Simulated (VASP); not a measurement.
## TiC: single point with PBEsol+U

Crystal: TiC.

```
Ti C
1.0
     0.00000    2.16572    2.16572
     2.16572    0.00000    2.16572
     2.16572    2.16572    0.00000
Ti C
1 1
Direct
  0.00000 0.00000 0.00000
  0.50000 0.50000 0.50000
```

```json
{"Program": "VASP 6.6.1", "Task": "single point", "Functional": "PBEsol", "Potentials or basis": "VASP PAW PBE potentials, release 64 (Ti_sv, C_h)", "Cutoff": "910 eV", "k mesh": "9 × 9 × 9", "Occupations": "gaussian, width 0.05 eV", "Spin": "no spin polarisation", "Hubbard terms": "Ti d U = 4.0 eV"}
```

```yaml
Pressure: 5.0 GPa
Band_gap_on_the_k_mesh: zero (band 8 reaches 11.18 eV, above the bottom of band 9 at 9.67 eV)
```

Levels at points of the mesh, in eV from the Fermi level:
```
           k point  band 5  band 6  band 7  band 8  band 9  band 10  band 11  band 12
(0.00, 0.00, 0.00)  -12.59    1.16    1.16    1.16    1.63     1.63     1.63     1.71
```

Eigenvalues of the final occupation matrices:
| site | spin | trace | eigenvalues |
| --- | --- | --- | --- |
| site 1 d | 1 | 0.92 | 0.12 0.12 0.12 0.28 0.28 |
| site 1 d | 2 | 0.92 | 0.12 0.12 0.12 0.28 0.28 |

Wall time 31 s on 1 thread of Intel(R) Xeon(R) Platinum 8259CL CPU @ 2.50GHz (Skylake/Cascade Lake), with other jobs on the host, peak memory 0.18 GiB.

Caveat: the cutoff is under 1.25 times the usual one of these potentials, so pressure, stress and relaxed cells hold a basis-set (Pulay) error; the PAW data sets were made with another functional, which shifts forces and pressure a little; U without spin polarisation on a metal has little footing; the U is typed as a test and isn't derived for this compound.
